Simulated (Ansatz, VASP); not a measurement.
**Two plane-wave programs on ReP2**

```
Re P
1.0
     3.10770    0.00000    0.00000
     0.00000    3.10770    0.00000
     0.00000    0.00000    5.40686
Re P
1 2
Direct
  0.00000 0.00000 0.00000
  0.50000 0.00000 0.31109
  0.00000 0.50000 0.68891
```

Change from the starting cell: ordered vacancies on the cation sites of zinc blende (P-4m2, No. 115).

Alike in both runs: functional PBE; k mesh 4 × 4 × 4; occupations gaussian, width 0.1 eV; no spin polarisation.

Ansatz relaxed the structure, and its values are those at the end. VASP's run is a single point on that final structure, the one shown.

|  | VASP | Ansatz |
| --- | --- | --- |
| version | VASP 6.6.1 | Ansatz 0.2.0 |
| potentials or method | VASP PAW PBE potentials, release 64 (Re, P), cutoff 520 eV | scalar-relativistic, plane waves, PAW |
| valence electrons in the cell | 17 | 25 |

```tsv
	VASP	Ansatz	Ansatz less VASP
gap on the k mesh at the Fermi level (eV)	none	none	-
pressure (GPa)	0.4	-0.2	-0.57
rms of the force components (eV/Å)	0.027	0.008	-0.0186
```

A gap of «none» marks a metal or a gap that the smearing closes. With one functional, cell and mesh, what is left measures potentials, basis and numerics. VASP's potentials hold 17 valence electrons a cell and Ansatz's 25, so a difference there can come from the potentials and not from the codes.

The k mesh is coarse, so the values compare programs but aren't converged. Spin-orbit coupling is off throughout.
